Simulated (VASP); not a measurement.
Zr:

```xyz
1
Lattice="-1.7873 1.7873 1.7873 1.7873 -1.7873 1.7873 1.7873 1.7873 -1.7873" Properties=species:S:1:pos:R:3 pbc="T T T"
Zr    0.0000    0.0000    0.0000
```

```yaml
Program: VASP 6.6.1
Task: relaxation of cell and atoms
Functional: LDA
Potentials_or_basis: VASP PAW LDA potentials, release 64 (Zr_sv)
Cutoff: 600 eV
k_mesh: 16 × 16 × 16
Occupations: gaussian, width 0.1 eV
Spin: no spin polarisation
```

At the start: pressure -6.7 GPa; volume 22.84 Å³/atom.

**Question.** Where does the relaxation end?

**Answer.** Over 6 steps the energy falls by 37.9 meV/atom and the volume is 21.13 Å³/atom (-7.5 %); space group Im-3m (No. 229, to 0.05 Å).

Step by step:
```tsv
step	energy change (eV)	largest force (eV/Å)	pressure (GPa)	volume (Å³)
1	0.0000	0.0000	-6.75	22.84
2	-0.0110	0.0000	6.78	19.80
3	-0.0379	0.0000	-0.05	21.14
4	-0.0379	0.0000	0.10	21.10
5	-0.0379	0.0000	-0.06	21.14
6	-0.0379	0.0000	0.00	21.13
```

Final structure:
```xyz
1
Lattice="-1.7415 1.7415 1.7415 1.7415 -1.7415 1.7415 1.7415 1.7415 -1.7415" Properties=species:S:1:pos:R:3 pbc="T T T"
Zr    0.0000    0.0000    0.0000
```
